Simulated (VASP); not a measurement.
# Ge (Cmmm) in VASP: notebook

Ge is run at these levels: LDA, r2SCAN; tasks: single point.

Everything below comes from runs of VASP 6.6.1. Logs are shortened: lines on timing, memory, paths and dates and some standing lists are left out, and cuts for length are marked.

### Step 1. The cell of the first run

It takes space group Cmmm (No. 65, orthorhombic). Conventional cell: a = 2.794 Å, b = 5.201 Å, c = 2.698 Å, α = 90.00°, β = 90.00°, γ = 90.00°. Ge (site symmetry mmm) has 8 Ge at 2.70 to 2.95 Å within 3.6 Å.

### Step 2. Single point, LDA

The input, INCAR:

```
SYSTEM = Ge
  PREC = Accurate
  ENCUT = 520
  EDIFF = 1E-7
  ISMEAR = 1
  SIGMA = 0.05
  LREAL = .FALSE.
  LASPH = .TRUE.
  NELM = 100
  ALGO = Normal
  ISIF = 2
  LWAVE = .FALSE.
  LCHARG = .FALSE.
  GGA = CA
  NBANDS = 13
```

The input, KPOINTS:

```
Automatic mesh
0
G
  10 10 9
  0 0 0
```

The input, POSCAR:

```
Ge
1.0
    1.3971490000     -2.6005160000      0.0000000000
    1.3971490000      2.6005160000      0.0000000000
    0.0000000000      0.0000000000      2.6982310000
Ge
1
Direct
    0.5000000000      0.5000000000      0.0000000000
```

Potentials or basis: VASP PAW LDA potentials, release 64 (Ge_d).

Run with:

```sh
> cat potpaw_LDA.64/Ge_d/POTCAR > POTCAR
> mpirun -np 1 vasp_std > vasp.out
```

OUTCAR:

```text
SYSTEM = Ge
   PREC = Accurate
   ENCUT = 520
   EDIFF = 1E-7
   ISMEAR = 1
   LREAL = .FALSE.
   LASPH = .TRUE.
   NELM = 100
   ISIF = 2
   GGA = CA

 ion  position               nearest neighbor table
   1  0.500  0.500  0.000-

  LATTYP: Found a base centered orthorhombic cell.
 ALAT       =     2.7942980000
 B/A-ratio  =     1.8613018368
 C/A-ratio  =     0.9656203454

  Lattice vectors:

 A1 = (   1.3971490000,  -2.6005160000,   0.0000000000)
 A2 = (   1.3971490000,   2.6005160000,   0.0000000000)
 A3 = (   0.0000000000,   0.0000000000,   2.6982310000)

Analysis of symmetry for initial positions (statically):
=====================================================================
 Subroutine PRICEL returns:
 Original cell was already a primitive cell.

 Routine SETGRP: Setting up the symmetry group for a
 base centered orthorhombic supercell.

 Subroutine GETGRP returns: Found  8 space group operations
 (whereof  8 operations were pure point group operations)
 out of a pool of  8 trial point group operations.

The static configuration has the point symmetry D_2h.

Analysis of symmetry for dynamics (positions and initial velocities):
=====================================================================
 Subroutine PRICEL returns:
 Original cell was already a primitive cell.

 Routine SETGRP: Setting up the symmetry group for a
 base centered orthorhombic supercell.

 Subroutine GETGRP returns: Found  8 space group operations
 (whereof  8 operations were pure point group operations)
 out of a pool of  8 trial point group operations.

The dynamic configuration has the point symmetry D_2h.

 Subroutine INISYM returns: Found  8 space group operations
 (whereof  8 operations are pure point group operations),
 and found     1 'primitive' translations

----------------------------------------------------------------------------------------

                                     Primitive cell

  volume of cell :      19.6070

  direct lattice vectors                    reciprocal lattice vectors
     1.397149000 -2.600516000  0.000000000     0.357871637 -0.192269534  0.000000000
     1.397149000  2.600516000  0.000000000     0.357871637  0.192269534  0.000000000
     0.000000000  0.000000000  2.698231000     0.000000000  0.000000000  0.370613191

  length of vectors
     2.952068562  2.952068562  2.698231000     0.406250763  0.406250763  0.370613191

  position of ions in fractional coordinates (direct lattice)
     0.500000000  0.500000000  0.000000000

  ion indices of the primitive-cell ions
   primitive index   ion index
                 1           1

[... 81 lines left out ...]
   PSTRESS=    0.0 pullay stress
   NELECT =      14.0000    total number of electrons
   NUPDOWN=      -1.0000    fix difference up-down
   EMIN   =  10.00;   EMAX   =-10.00  energy-range for DOS
   EFERMI =   0.00;   METHOD = LEGACY
   ISMEAR =     1;   SIGMA  =   0.05  broadening in eV -4-tet -1-fermi 0-gaus
   EFERMI_NEDOS =   21; number of points for ismear=-14 and -15
   IALGO  =     38    algorithm
   IMIX   =      4    mixing-type and parameters
     AMIX     =   0.40;   BMIX     =  1.00
     AMIX_MAG =   1.60;   BMIX_MAG =  1.00
  volume/ion in A,a.u.               =      19.61       132.31
  Fermi-wavevector in a.u.,A,eV,Ry     =   1.463234  2.765111 29.130796  2.141053
  Thomas-Fermi vector in A             =   2.579353
   LORBIT       =      0    0 simple, 1 ext, 2 COOP (PROOUT), +10 PAW based schemes
   GGA     = CA    functional components
   LHFCALC =     F    Hartree Fock is set to
   AEXX    =    0.0000 exact exchange contribution
   IVDW    =     0    specifies the selected vdW correction
   LEPSILON=     F    determine dielectric tensor
   LRPA    =     F    only Hartree local field effects (RPA)
 non-spin polarized calculation
 Methfessel and Paxton  Order N= 1 SIGMA  =   0.05
  energy-cutoff  :      520.00
  volume of cell :       19.61
 maximum number of plane-waves:       540
 NGX is ok and might be reduce to    24
   NGX = 11   NGY = 11   NGZ = 11

 number of electron      14.0000003 magnetization

 Free energy of the ion-electron system (eV)
  ---------------------------------------------------
  ext. energy  EPLUGINS =         0.00000000
  ---------------------------------------------------
  free energy    TOTEN  =        -4.97505238 eV

  energy without entropy =       -4.97492442  energy(sigma->0) =       -4.97500973

 E-fermi :   5.9887     XC(G=0): -11.3196

 val. band max:        5.9579926975   @ k =  -0.4000   0.3000   0.3333
 cond. band min:       5.9943878607   @ k =   0.3000   0.2000   0.1111
 fundamental gap:      0.0363951632
 Fermi energy:         5.9886560545

 k-point     1 :       0.0000    0.0000    0.0000
  band No.  band energies     occupation
      1     -18.8778      2.00000
      2     -18.8115      2.00000
      3     -18.7609      2.00000
      4     -18.6613      2.00000
      5     -18.6459      2.00000
      6      -6.9234      2.00000
      7      12.5357      0.00000
      8      12.9794      0.00000
      9      14.4653      0.00000
     10      16.1999      0.00000
     11      18.4812      0.00000
     12      20.8159      0.00000
     13      21.0080      0.00000
[... 354 lines left out ...]
  band No.  band energies     occupation
      1     -18.8119      2.00000
      2     -18.7500      2.00000
      3     -18.7232      2.00000
      4     -18.6903      2.00000
      5     -18.6812      2.00000
      6      -1.6627      2.00000
      7       2.4529      2.00000
      8       3.6596      2.00000
      9      16.5820      0.00000
     10      22.0031      0.00000
     11      23.1758      0.00000
     12      24.1279      0.00000
     13      24.6581      0.00000

 [... further k-points ...]

------------------------ aborting loop because EDIFF is reached ----------------------------------------

  FORCE on cell =-STRESS in cart. coord.  units (eV):
  Direction    XX          YY          ZZ          XY          YZ          ZX
  --------------------------------------------------------------------------------------
  -------------------------------------------------------------------------------------
  Total       -0.5794448     -0.5831525     -0.8676908     -0.0000000      0.0000000      0.0000000
  in kB      -47.3490465    -47.6520242    -70.9029296     -0.0000000      0.0000000      0.0000000
  external PRESSURE =     -55.3013334 kB  Pullay stress =       0.0000000 kB

 VOLUME and BASIS-vectors are now :
 -----------------------------------------------------------------------------
  energy-cutoff  :      520.00
  volume of cell :       19.61
      direct lattice vectors                 reciprocal lattice vectors
     1.397149000 -2.600516000  0.000000000     0.357871637 -0.192269534  0.000000000
     1.397149000  2.600516000  0.000000000     0.357871637  0.192269534  0.000000000
     0.000000000  0.000000000  2.698231000     0.000000000  0.000000000  0.370613191

 POSITION                                       TOTAL-FORCE (eV/Angst)
 -----------------------------------------------------------------------------------
      1.39715      0.00000      0.00000         0.000000      0.000000      0.000000
 -----------------------------------------------------------------------------------
    total drift:                               -0.000000     -0.000000     -0.000000

  FREE ENERGIE OF THE ION-ELECTRON SYSTEM (eV)
  ---------------------------------------------------
  free  energy   TOTEN  =        -4.9750523822 eV

  energy  without entropy=       -4.9749244200  energy(sigma->0) =       -4.97500973
```

OSZICAR:

```text
N       E                     dE             d eps       ncg     rms          rms(c)
DAV:   1     0.650218471328E+02    0.65022E+02   -0.72202E+03  4290   0.291E+03
DAV:   2     0.100596262177E+01   -0.64016E+02   -0.60987E+02  4273   0.426E+02
DAV:   3    -0.490209107090E+01   -0.59081E+01   -0.58721E+01  4625   0.738E+01
DAV:   4    -0.499079894581E+01   -0.88708E-01   -0.88696E-01  4565   0.984E+00
DAV:   5    -0.499167285746E+01   -0.87391E-03   -0.87391E-03  4725   0.109E+00    0.135E+00
DAV:   6    -0.497996881938E+01    0.11704E-01   -0.80466E-03  4900   0.189E+00    0.747E-01
DAV:   7    -0.497522214220E+01    0.47467E-02   -0.53051E-03  5180   0.125E+00    0.735E-02
DAV:   8    -0.497505451144E+01    0.16763E-03   -0.57852E-04  4870   0.541E-01    0.274E-02
DAV:   9    -0.497505245987E+01    0.20516E-05   -0.10716E-05  5165   0.502E-02    0.557E-03
DAV:  10    -0.497505238221E+01    0.77666E-07   -0.42679E-07  4745   0.797E-03
   1 F= -.49750524E+01 E0= -.49750097E+01  d E =-.127962E-03
```

Run time: 14 s. Hardware: 1 thread of Intel Xeon Platinum 8259CL at 2.50GHz (Skylake/Cascade Lake), shared host; peak memory 0.15 GiB.

What came out:

- Free energy: -4.9751 eV
- Pressure: -5.5 GPa
- Band gap on the k mesh: zero (bands 7 and 8 overlap by 8.91 eV)

Caveat: the cell stands under tension.

### Step 3. Single point, r2SCAN

POSCAR is that of step 2.

The input, INCAR.step1:

```
SYSTEM = Ge
ALGO = Normal ; EDIFF = 1E-4
ENCUT = 520 ; GGA = PE
ISMEAR = 1 ; LASPH = .TRUE.
LCHARG = .FALSE. ; LREAL = .FALSE.
LWAVE = .TRUE. ; NBANDS = 13
NELM = 100 ; PREC = Accurate
SIGMA = 0.05
```

The input, INCAR.step2:

```
SYSTEM = Ge
ALGO = Normal ; EDIFF = 1E-7
ENCUT = 520 ; ISIF = 2
ISMEAR = 1 ; ISTART = 1
LASPH = .TRUE. ; LCHARG = .FALSE.
LMIXTAU = .TRUE. ; LREAL = .FALSE.
LWAVE = .FALSE. ; METAGGA = R2SCAN
NBANDS = 13 ; NELM = 100
PREC = Accurate ; SIGMA = 0.05
```

The input, KPOINTS:

```
k-points
0
G
  9 9 8
  0 0 0
```

Potentials or basis: VASP PAW PBE potentials, release 64 (Ge_d).

Run with:

```sh
> cat potpaw_PBE.64/Ge_d/POTCAR > POTCAR
> cp INCAR.step1 INCAR
> mpirun -np 1 vasp_std > vasp.out
> cp INCAR.step2 INCAR
> mpirun -np 1 vasp_std > vasp.out
```

OUTCAR:

```text
SYSTEM = Ge
   EDIFF = 1E-7
   ENCUT = 520
   ISIF = 2
   ISMEAR = 1
   ISTART = 1
   LASPH = .TRUE.
   LREAL = .FALSE.
   METAGGA = R2SCAN
   NELM = 100
   PREC = Accurate

 ion  position               nearest neighbor table
   1  0.500  0.500  0.000-

  LATTYP: Found a base centered orthorhombic cell.
 ALAT       =     2.7942980000
 B/A-ratio  =     1.8613018368
 C/A-ratio  =     0.9656203454

  Lattice vectors:

 A1 = (   1.3971490000,  -2.6005160000,   0.0000000000)
 A2 = (   1.3971490000,   2.6005160000,   0.0000000000)
 A3 = (   0.0000000000,   0.0000000000,   2.6982310000)
[... 556 lines left out ...]
      6      -2.7403      2.00000
      7       0.5875      2.00000
      8       9.0238      0.00000
      9      16.6644      0.00000
     10      18.6685      0.00000
     11      23.0726      0.00000
     12      23.6602      0.00000
     13      23.6694      0.00000

 [... further k-points ...]
[... 5 lines left out ...]
  --------------------------------------------------------------------------------------
  -------------------------------------------------------------------------------------
  Total       -0.5612949     -0.2314955     -0.4514307      0.0000000      0.0000000      0.0000000
  in kB      -45.8659411    -18.9165422    -36.8884364      0.0000000      0.0000000      0.0000000
  external PRESSURE =     -33.8903066 kB  Pullay stress =       0.0000000 kB

 VOLUME and BASIS-vectors are now :
 -----------------------------------------------------------------------------
  energy-cutoff  :      520.00
  volume of cell :       19.61
      direct lattice vectors                 reciprocal lattice vectors
     1.397149000 -2.600516000  0.000000000     0.357871637 -0.192269534  0.000000000
     1.397149000  2.600516000  0.000000000     0.357871637  0.192269534  0.000000000
     0.000000000  0.000000000  2.698231000     0.000000000  0.000000000  0.370613191

 POSITION                                       TOTAL-FORCE (eV/Angst)
 -----------------------------------------------------------------------------------
      1.39715      0.00000      0.00000        -0.000000     -0.000000      0.000000
 -----------------------------------------------------------------------------------
    total drift:                               -0.000000     -0.000000     -0.000000

  FREE ENERGIE OF THE ION-ELECTRON SYSTEM (eV)
  ---------------------------------------------------
  free  energy   TOTEN  =       -13.4399766133 eV

  energy  without entropy=      -13.4397044312  energy(sigma->0) =      -13.43988589
```

OSZICAR.step1:

```text
N       E                     dE             d eps       ncg     rms          rms(c)
DAV:   1     0.650993842558E+02    0.65099E+02   -0.71890E+03  3515   0.295E+03
DAV:   2     0.150342308402E+01   -0.63596E+02   -0.60688E+02  3455   0.424E+02
DAV:   3    -0.416442239483E+01   -0.56678E+01   -0.56462E+01  3718   0.725E+01
DAV:   4    -0.424409229788E+01   -0.79670E-01   -0.79662E-01  3700   0.935E+00
DAV:   5    -0.424493117025E+01   -0.83887E-03   -0.83887E-03  3795   0.107E+00    0.128E+00
DAV:   6    -0.423884783098E+01    0.60833E-02   -0.67477E-03  4095   0.182E+00    0.728E-01
DAV:   7    -0.423676797173E+01    0.20799E-02   -0.47407E-03  3998   0.128E+00    0.745E-02
DAV:   8    -0.423669613034E+01    0.71841E-04   -0.62032E-04  3945   0.572E-01
   1 F= -.42366961E+01 E0= -.42368060E+01  d E =0.329634E-03
```

Run time: 60 s. Hardware: 1 thread of Intel Xeon Platinum 8259CL at 2.50GHz (Skylake/Cascade Lake), shared host; peak memory 0.16 GiB.

Results:

```yaml
Free_energy: -13.4400 eV
Pressure: -3.4 GPa
Band_gap_on_the_k_mesh: zero (bands 7 and 8 overlap by 10.33 eV)
```

Caveat: the cell stands under tension; the PAW data sets were made with another functional, which shifts forces and pressure a little.

### Step 4. Single point, r2SCAN

POSCAR is that of step 3.

The input, INCAR.step1:

```
SYSTEM = Ge
PREC = Accurate ; ENCUT = 520
ISMEAR = 1 ; SIGMA = 0.025
LREAL = .FALSE. ; LASPH = .TRUE.
NELM = 60 ; NBANDS = 13
GGA = PE ; ALGO = Normal
EDIFF = 1E-4 ; LWAVE = .TRUE.
LCHARG = .FALSE.
```

The input, INCAR.step2:

```
SYSTEM = Ge
PREC = Accurate ; ENCUT = 520
EDIFF = 1E-6 ; ISMEAR = 1
SIGMA = 0.025 ; LREAL = .FALSE.
LASPH = .TRUE. ; NELM = 60
ALGO = Normal ; ISIF = 2
LWAVE = .FALSE. ; LCHARG = .FALSE.
METAGGA = R2SCAN ; LMIXTAU = .TRUE.
NBANDS = 13 ; ISTART = 1
```

The input, KPOINTS:

```
Automatic mesh
0
G
  9 9 8
  0 0 0
```

Run with:

```sh
> cat potpaw_PBE.64/Ge_d/POTCAR > POTCAR
> cp INCAR.step1 INCAR
> mpirun -np 1 vasp_std > vasp.out
> cp INCAR.step2 INCAR
> mpirun -np 1 vasp_std > vasp.out
```

Run time: 54 s. Hardware: 1 thread of Intel Xeon Platinum 8259CL at 2.50GHz (Skylake/Cascade Lake), shared host; peak memory 0.16 GiB.

Results (log left out):

```yaml
Free_energy: -13.4398 eV
Pressure: -3.3 GPa
Band_gap_on_the_k_mesh: zero (bands 7 and 8 overlap by 10.33 eV)
```

Stress tensor (GPa, compression positive):
```
-4.25  0.00  0.00
 0.00 -2.02  0.00
 0.00  0.00 -3.63
```

Levels at points of the mesh, in eV from the Fermi level:
```
           k point  band 4  band 5  band 6  band 7  band 8  band 9  band 10  band 11
(0.00, 0.00, 0.00)  -25.45  -25.43  -13.68    6.80    7.33    8.92    10.39    13.10
(0.00, 0.00, 0.50)  -25.50  -25.48   -9.72   -6.12   10.39   11.98    16.59    17.08
```

Caveat: the cell stands under tension; the PAW data sets were made with another functional, which shifts forces and pressure a little.

### Step 5. The runs side by side

| level | potentials or basis | k mesh | smearing | gap on the mesh (eV) | pressure (GPa) |
| --- | --- | --- | --- | --- | --- |
| LDA | VASP PAW LDA potentials, release 64 (Ge_d) | 10 × 10 × 9 | methfessel-paxton 0.05 eV | none | -5.5 |
| r2SCAN | VASP PAW PBE potentials, release 64 (Ge_d) | 9 × 9 × 8 | methfessel-paxton 0.05 eV | none | -3.4 |
| r2SCAN | VASP PAW PBE potentials, release 64 (Ge_d) | 9 × 9 × 8 | methfessel-paxton 0.025 eV | none | -3.3 |

Alike in all rows: task single point; no spin polarisation; cell as given; cutoff (eV) 520.

Caveats: the cell stands under tension; the PAW data sets were made with another functional, which shifts forces and pressure a little (at least some runs).

Total energies depend on the potentials used, so only differences within one code and one set of settings carry meaning.
